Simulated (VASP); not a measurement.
# AlIn2As2P (P4/mmm) in VASP: notebook, part 2 of 2

VASP 6.6.1.

## Step 4: Relaxation of cell and atoms, PBE

Contents of INCAR:

```
SYSTEM = AlIn2As2P
PREC     = Accurate       ! precision mode
ENCUT    = 600            ! plane-wave cutoff, eV
EDIFF    = 1E-7           ! SCF threshold, eV
ISMEAR   = 0              ! smearing method
SIGMA    = 0.1            ! smearing width, eV
LREAL    = .FALSE.        ! projectors in reciprocal space
LASPH    = .TRUE.         ! aspherical terms in the spheres
NELM     = 100            ! most SCF steps
ALGO     = Normal         ! electronic algorithm
ISIF     = 3              ! what is computed and relaxed
LWAVE    = .FALSE.        ! write WAVECAR
LCHARG   = .FALSE.        ! write CHGCAR
GGA      = PE             ! functional
IBRION   = 2              ! ionic algorithm
NSW      = 90             ! ionic steps
EDIFFG   = -0.04          ! ionic threshold
```

Contents of KPOINTS:

```
Automatic mesh
0
G
  4 4 4
  0 0 0
```

Contents of POSCAR:

```
AlIn2As2P
1.0
    4.5191634600      0.0000000000      0.0000000000
    0.0000000000      4.5191634600      0.0000000000
    0.0000000000      0.0000000000      5.8011603800
Al In P As
1 2 1 2
Direct
    0.0000000000      0.0000000000      0.5000000000
    0.5000000000      0.5000000000      0.2788000100
    0.5000000000      0.5000000000      0.7211999900
    0.0000000000      0.0000000000      0.0000000000
    0.0000000000      0.5000000000      0.0000000000
    0.5000000000      0.0000000000      0.0000000000
```

Potentials or basis: VASP PAW PBE potentials, release 64 (Al, In_d, P, As).

Started as:

```bash
cat potpaw_PBE.64/Al/POTCAR potpaw_PBE.64/In_d/POTCAR potpaw_PBE.64/P/POTCAR potpaw_PBE.64/As/POTCAR > POTCAR
mpirun -np 1 vasp_std > vasp.out
```

OUTCAR:

```text
SYSTEM = AlIn2As2P
   PREC = Accurate
   ENCUT = 600
   EDIFF = 1E-7
   ISMEAR = 0
   LREAL = .FALSE.
   LASPH = .TRUE.
   NELM = 100
   ISIF = 3
   GGA = PE
   IBRION = 2
   NSW = 90
   EDIFFG = -0.04

 ion  position               nearest neighbor table
   1  0.000  0.000  0.500-   4 2.90   4 2.90   2 3.44   3 3.44   2 3.44   3 3.44   2 3.44   3 3.44
                             2 3.44   3 3.44
   2  0.500  0.500  0.279-   3 2.57   5 2.78   6 2.78   6 2.78   5 2.78   3 3.23   1 3.44   1 3.44
                             1 3.44   1 3.44
   3  0.500  0.500  0.721-   2 2.57   5 2.78   6 2.78   6 2.78   5 2.78   2 3.23   1 3.44   1 3.44
                             1 3.44   1 3.44
   4  0.000  0.000  0.000-   5 2.26   6 2.26   5 2.26   6 2.26   1 2.90   1 2.90
   5  0.000  0.500  0.000-   4 2.26   4 2.26   2 2.78   3 2.78   2 2.78   3 2.78
   6  0.500  0.000  0.000-   4 2.26   4 2.26   2 2.78   2 2.78   3 2.78   3 2.78

  LATTYP: Found a simple tetragonal cell.
 ALAT       =     4.5191634600
 C/A-ratio  =     1.2836801393
[... 831 lines left out ...]

--------------------------------------- Ionic step       15  -------------------------------------------

 number of electron      44.0000014 magnetization

------------------------ aborting loop because EDIFF is reached ----------------------------------------
[... 75 lines left out ...]
--------------------------------------- Ionic step       17  -------------------------------------------

 number of electron      44.0000019 magnetization

 Free energy of the ion-electron system (eV)
  ---------------------------------------------------
  ext. energy  EPLUGINS =         0.00000000
  ---------------------------------------------------
  free energy    TOTEN  =       -21.36026930 eV

  energy without entropy =      -21.33925545  energy(sigma->0) =      -21.34976238

 E-fermi :   5.5923     XC(G=0):  -9.5440

 val. band max:        5.5908245753   @ k =   0.5000   0.5000   0.2500
 cond. band min:       5.6359250026   @ k =   0.5000   0.5000   0.5000
 fundamental gap:      0.0451004273
 Fermi energy:         5.5922724408

 k-point     1 :       0.0000    0.0000    0.0000
  band No.  band energies     occupation
      1      -9.9707      2.00000
      2      -9.5400      2.00000
      3      -9.5400      2.00000
      4      -9.3115      2.00000
      5      -9.2176      2.00000
      6      -9.1706      2.00000
[... 544 lines left out ...]
  FREE ENERGIE OF THE ION-ELECTRON SYSTEM (eV)
  ---------------------------------------------------
  free  energy   TOTEN  =       -21.3602693041 eV

  energy  without entropy=      -21.3392554478  energy(sigma->0) =      -21.34976238

 reached required accuracy - stopping structural energy minimisation
```

CONTCAR:

```text
AlIn2As2P
   1.00000000000000
     5.1478181077820908   -0.0000000000000000   -0.0000000000000000
    -0.0000000000000000    5.1478181077820908   -0.0000000000000000
     0.0000000000000000    0.0000000000000000    5.5373260239005075
  Al              In              P               As
     1     2     1     2
Direct
     0.0000000000000000    0.0000000000000000    0.5000000000000000
     0.5000000000000000    0.5000000000000000    0.2579384019400486
     0.5000000000000000    0.5000000000000000    0.7420615980599514
     0.0000000000000000    0.0000000000000000    0.0000000000000000
     0.0000000000000000    0.5000000000000000    0.0000000000000000
     0.5000000000000000    0.0000000000000000    0.0000000000000000

  0.00000000E+00  0.00000000E+00  0.00000000E+00
  0.00000000E+00  0.00000000E+00  0.00000000E+00
  0.00000000E+00  0.00000000E+00  0.00000000E+00
  0.00000000E+00  0.00000000E+00  0.00000000E+00
  0.00000000E+00  0.00000000E+00  0.00000000E+00
  0.00000000E+00  0.00000000E+00  0.00000000E+00
```

It took 18 min on 1 thread of Intel Xeon Platinum 8259CL at 2.50GHz (Skylake/Cascade Lake), shared host; peak memory 0.29 GiB.

What came out:

```
Free energy                            : -21.3603 eV
Relaxed volume                         : 24.46 Å³/atom
Relaxed cell                           : a = 5.148 Å, b = 5.148 Å, c = 5.537 Å, α = 90.00°, β = 90.00°, γ = 90.00°
Space group after relaxing (to 0.05 Å) : P4/mmm (No. 123)
Energy gained by relaxing              : 255.6 meV/atom
Ionic steps                            : 17
Pressure after relaxing                : 0.0 GPa
Largest force after relaxing           : 0.005 eV/Å
Band gap on the k mesh                 : zero (band 22 reaches 6.06 eV, above the bottom of band 23 at 5.02 eV)
```

Forces on the atoms (eV/Å):
```
Al   0.000  0.000  0.000
In   0.000  0.000 -0.005
In   0.000  0.000  0.005
P    0.000  0.000  0.000
As   0.000  0.000  0.000
As   0.000  0.000  0.000
```

Step by step:
```
step  energy change (eV)  largest force (eV/Å)  pressure (GPa)  volume (Å³)
   1              0.0000                0.2789           16.90       118.48
   2             -1.2729                0.9312           -2.44       157.83
   3             -1.3422                0.8207           -0.12       148.21
   4             -1.3423                0.8302           -0.29       148.85
   5             -1.4015                0.3810           -0.22       148.99
   6             -1.4277                0.2070           -0.04       149.14
   7             -1.4279                0.1590           -0.06       149.13
   8             -1.4413                0.0968           -0.18       148.93
   9             -1.4539                0.0089           -0.37       148.66
  10             -1.5003                0.2886           -0.45       148.00
  11             -1.4522                1.0410            0.35       146.19
  12             -1.5185                0.4727           -0.36       147.53
  13             -1.5194                0.5321           -0.30       147.39
  14             -1.5252                0.4377           -0.11       146.95
  15             -1.5258                0.3953           -0.03       146.77
  16             -1.5309                0.2235           -0.01       146.76
  17             -1.5335                0.0054            0.02       146.74
```

Final structure:
```
CELL_PARAMETERS angstrom
5.14782 0.00000 0.00000
0.00000 5.14782 0.00000
0.00000 0.00000 5.53733
ATOMIC_POSITIONS crystal
Al 0.00000 0.00000 0.50000
In 0.50000 0.50000 0.25794
In 0.50000 0.50000 0.74206
P 0.00000 0.00000 0.00000
As 0.00000 0.50000 0.00000
As 0.50000 0.00000 0.00000
```

Levels at points of the mesh, in eV from the Fermi level:
| k point | band 18 | band 19 | band 20 | band 21 | band 22 | band 23 | band 24 | band 25 | band 26 |
| --- | --- | --- | --- | --- | --- | --- | --- | --- | --- |
| (0.00, 0.00, 0.00) | -2.57 | -2.05 | -2.05 | -1.51 | -0.62 | -0.57 | 1.51 | 1.51 | 2.30 |
| (0.50, 0.00, 0.00) | -3.49 | -3.43 | -2.86 | -0.56 | -0.50 | -0.17 | 1.41 | 2.05 | 2.10 |
| (0.50, 0.50, 0.00) | -2.34 | -2.34 | -1.77 | -0.68 | -0.68 | -0.33 | -0.02 | -0.02 | 0.45 |
| (0.00, 0.00, 0.50) | -2.83 | -1.76 | -1.76 | -1.06 | -0.51 | -0.51 | -0.45 | 1.74 | 2.00 |
| (0.50, 0.00, 0.50) | -3.14 | -1.45 | -0.96 | -0.46 | 0.06 | 0.60 | 0.82 | 0.94 | 2.01 |
| (0.50, 0.50, 0.50) | -3.54 | -0.31 | 0.04 | 0.04 | 0.47 | 0.99 | 1.05 | 2.45 | 2.45 |

Caveat: the volume moved by over 15 % at a fixed basis, so the end points are rough; spin-orbit coupling is left out, which moves the levels of the heavy elements.

## Step 5: Single point, PBE

This run uses another cell than the first one, of 24.62 Å³/atom, 1.247 times its volume.

Contents of INCAR:

```
ALGO = Normal
EDIFF = 1E-6
ENCUT = 520
GGA = PE
ISIF = 2
ISMEAR = 0
LASPH = True
LCHARG = False
LREAL = False
LWAVE = False
NBANDS = 31
NELM = 100
PREC = Accurate
SIGMA = 0.1
```

Contents of KPOINTS:

```
k-points
0
Gamma
  8 8 8
```

Contents of POSCAR:

```
AlIn2As2P
1.0
    5.0725333909      0.0000000000      0.0000000000
    0.0000000000      5.0725333909      0.0000000000
    0.0000000000      0.0000000000      5.7406824536
Al In P As
1 2 1 2
Direct
    0.0000000000      0.0000000000      0.5000000000
    0.5000000000      0.5000000000      0.2591468789
    0.5000000000      0.5000000000      0.7408531211
    0.0000000000      0.0000000000      0.0000000000
    0.0000000000      0.5000000000      0.0000000000
    0.5000000000      0.0000000000      0.0000000000
```

Started as:

```bash
cat potpaw_PBE.64/Al/POTCAR potpaw_PBE.64/In_d/POTCAR potpaw_PBE.64/P/POTCAR potpaw_PBE.64/As/POTCAR > POTCAR
mpirun -np 1 vasp_std > vasp.out
```

Run time: 7.5 min. Hardware: 1 thread of Intel Xeon Platinum 8259CL at 2.50GHz (Skylake/Cascade Lake), shared host; peak memory 0.49 GiB.

It converged, with:

```yaml
Free_energy: -21.7123 eV
Pressure: 0.0 GPa
Largest_force: 0.013 eV/Å
Band_gap_on_the_k_mesh: zero (band 22 reaches 6.15 eV, above the bottom of band 23 at 4.68 eV)
```

Forces in eV/Å, atoms in the order of the input:
```
Al   0.000  0.000  0.000
In   0.000  0.000  0.013
In   0.000  0.000 -0.013
P    0.000  0.000  0.000
As   0.000  0.000  0.000
As   0.000  0.000  0.000
```

Levels at points of the mesh, in eV from the Fermi level:
| k point | band 18 | band 19 | band 20 | band 21 | band 22 | band 23 | band 24 | band 25 | band 26 | band 27 |
| --- | --- | --- | --- | --- | --- | --- | --- | --- | --- | --- |
| (0.00, 0.00, 0.00) | -2.41 | -1.90 | -1.90 | -1.42 | -0.60 | -0.31 | 1.43 | 1.43 | 2.18 | 2.18 |
| (0.50, 0.00, 0.00) | -3.70 | -3.36 | -2.83 | -0.44 | -0.36 | 0.00 | 1.31 | 2.02 | 2.14 | 2.88 |
| (0.50, 0.50, 0.00) | -2.47 | -2.47 | -2.08 | -0.76 | -0.76 | -0.33 | 0.09 | 0.09 | 0.66 | 1.38 |
| (0.00, 0.00, 0.50) | -2.54 | -1.64 | -1.64 | -0.99 | -0.96 | -0.42 | -0.42 | 1.65 | 1.80 | 4.04 |
| (0.50, 0.00, 0.50) | -3.07 | -1.32 | -0.87 | -0.38 | 0.19 | 0.19 | 0.95 | 1.10 | 1.63 | 2.06 |
| (0.50, 0.50, 0.50) | -3.53 | -0.32 | 0.14 | 0.14 | 0.63 | 0.67 | 1.21 | 2.15 | 2.15 | 2.58 |

Caveat: spin-orbit coupling is left out, which moves the levels of the heavy elements.

## Step 6: Summary

| task | cell | k mesh | cutoff (eV) | gap on the mesh (eV) | pressure (GPa) | largest force (eV/Å) |
| --- | --- | --- | --- | --- | --- | --- |
| single point | a = 4.519, b = 4.519, c = 5.801 Å, 6 atoms | 4 × 4 × 4 | 520 | none | 16.9 | 0.28 |
| single point | a = 5.141, b = 5.141, c = 5.545 Å, 6 atoms | 4 × 4 × 4 | 520 | none | 0.1 | 0.01 |
| relaxation of cell and atoms | relaxed from a = 4.519, b = 4.519, c = 5.801 Å, 6 atoms | 4 × 4 × 4 | 600 | none | 0.0 | 0.01 |
| single point | a = 5.073, b = 5.073, c = 5.741 Å, 6 atoms | 8 × 8 × 8 | 520 | none | 0.0 | 0.01 |

Alike in all rows: level PBE; potentials or basis VASP PAW PBE potentials, release 64 (Al, In_d, P, As); no spin polarisation; smearing gaussian 0.1 eV.

Caveats: spin-orbit coupling is left out, which moves the levels of the heavy elements; the volume moved by over 15 % at a fixed basis, so the end points are rough (some runs).

Total energies depend on the potentials used, so only differences within one code and one set of settings carry meaning.
